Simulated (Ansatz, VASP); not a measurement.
One calculation of Co, two programs

```
Co
1.0
     2.49160    0.00000    0.00000
    -1.24580    2.15778    0.00000
     0.00000    0.00000    8.09332
Co
4
Direct
  0.00000 0.00000 0.00000
  0.33333 0.66667 0.25000
  0.00000 0.00000 0.50000
  0.66667 0.33333 0.75000
```

Alike in both runs: task single point; functional PBE; k mesh 24 × 24 × 6; occupations gaussian, width 0.15 eV; collinear spin.

|  | VASP | Ansatz |
| --- | --- | --- |
| version | VASP 6.6.1 | Ansatz 0.2.0 |
| potentials or method | VASP PAW PBE potentials, release 64 (Co), cutoff 520 eV | scalar-relativistic, plane waves, PAW |
| valence electrons in the cell | 36 | 68 |

```csv
,VASP,Ansatz,Ansatz less VASP
gap on the k mesh at the Fermi level (eV),none,none,-
pressure (GPa),-0.5,0.2,+0.71
"traceless stress, the component that is largest in VASP (GPa)",-0.23,-0.18,+0.055
net moment per atom (μB),1.63,1.64,+0.008
size of the moment on the site where the two differ most (μB),1.66,1.72,+0.062
```

Site moments also hang on the region over which each program counts them. A gap of «none» marks a metal or a gap that the smearing closes. With one functional, cell and mesh, what is left measures potentials, basis and numerics. VASP's potentials hold 36 valence electrons a cell and Ansatz's 68, so a difference there can come from the potentials and not from the codes.
